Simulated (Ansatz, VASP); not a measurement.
BeS in VASP and in Ansatz

Contents of INCAR:

```
SYSTEM = BeS
PREC = Accurate ; ENCUT = 600
EDIFF = 1E-6 ; ISMEAR = -4
SIGMA = 0.1 ; LREAL = .FALSE.
LASPH = .TRUE. ; NELM = 120
ALGO = Normal ; ISIF = 2
LWAVE = .FALSE. ; LCHARG = .FALSE.
GGA = CA ; NBANDS = 11
GGA_COMPAT = .FALSE.
```

KPOINTS

```
regular mesh
0
G
  17 17 17
  0 0 0
```

POSCAR

```
BeS
1.0
    0.0000000000      2.2778543656      2.2778543656
    2.2778543656      0.0000000000      2.2778543656
    2.2778543656      2.2778543656      0.0000000000
Be S
1 1
Direct
    0.0000000000      0.0000000000      0.0000000000
    0.5000000000      0.5000000000      0.5000000000
```

Input for Ansatz:

```yaml
crystal:
  lattice:
    - [0.0, 2.2778543656, 2.2778543656]
    - [2.2778543656, 0.0, 2.2778543656]
    - [2.2778543656, 2.2778543656, 0.0]
  atoms:
    - { symbol: Be, position: [0.0, 0.0, 0.0] }
    - { symbol: S, position: [0.5, 0.5, 0.5] }
kpoints:
  mp_grid: { grid: [17, 17, 17] }
  band_path:
    path:
      - [0.0, 0.0, 0.0]
      - [0.5, 0.0, 0.5]
      - [0.625, 0.25, 0.625]
      - [0.375, 0.375, 0.75]
      - [0.0, 0.0, 0.0]
      - [0.5, 0.5, 0.5]
      - [0.5, 0.25, 0.75]
      - [0.5, 0.0, 0.5]
    npoints: 14
scf:
  occupations: { method: tetrahedron_uncorrected }
  lower_state_search: "off"
hamiltonian:
  xc: lda
  pseudopotentials: { kind: all_electron, lapw: { basis_error: 0.001 } }
output:
  forces: true
  stress: true
  eigenvalues: true
  populations: true
```

Alike in both runs: task single point; functional LDA; k mesh 17 × 17 × 17; no spin polarisation.

|  | VASP | Ansatz |
| --- | --- | --- |
| version | VASP 6.6.1 | Ansatz 0.2.0 |
| potentials or method | VASP PAW LDA potentials, release 64 (Be, S), cutoff 600 eV | all-electron LAPW, scalar-relativistic |
| occupations | tetrahedron | tetrahedron-uncorrected |

```csv
,VASP,Ansatz,Ansatz less VASP
gap on the k mesh at the Fermi level (eV),1.03,1.03,-0.006
pressure (GPa),0.1,0.0,-0.10
```

LDA's correlation is that of Perdew and Zunger in VASP and of Perdew and Wang (1992) in Ansatz. Ansatz ran all-electron here, and VASP with PAW potentials. Ansatz's warnings: band table not solved further.
